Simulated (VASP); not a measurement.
Here is a VASP 6.6.1 calculation.

Contents of INCAR:

```
SYSTEM = CdSe
PREC = Accurate ; ENCUT = 520
EDIFF = 1E-8 ; ISMEAR = 0
SIGMA = 0.01 ; LREAL = .FALSE.
LASPH = .TRUE. ; NELM = 80
ALGO = Normal ; ISIF = 2
LWAVE = .FALSE. ; LCHARG = .TRUE.
METAGGA = R2SCAN ; LMIXTAU = .TRUE.
IBRION = 6 ; NFREE = 2
POTIM = 0.015 ; NSW = 1
```

File KPOINTS:

```
regular mesh
0
G
  6 6 6
  0 0 0
```

File POSCAR:

```
CdSe
1.0
    2.8797105629      2.8797105629      0.0000000000
   -2.8797105629      2.8797105629      0.0000000000
    0.0000000000      2.8797105629      2.8797105629
Cd Se
1 1
Direct
    0.0000000000      0.0000000000      0.0000000000
    0.7500000000      0.2500000000      0.5000000000
```

Potentials or basis: VASP PAW PBE potentials, release 64 (Cd, Se).

Run with:

```bash
$ cat potpaw_PBE.64/Cd/POTCAR potpaw_PBE.64/Se/POTCAR > POTCAR
$ mpirun -np 1 vasp_std > vasp.out
```

Predict the highest phonon frequency at Γ, LO-TO splitting left out.

227 cm⁻¹.

Phonon frequencies in cm⁻¹ (negative: imaginary):
```csv
q point,frequencies
"(0.000, 0.000, 0.000)",0 0 0 227 227 227
```

Caveat: the cell stands under pressure or tension, which shifts response properties.
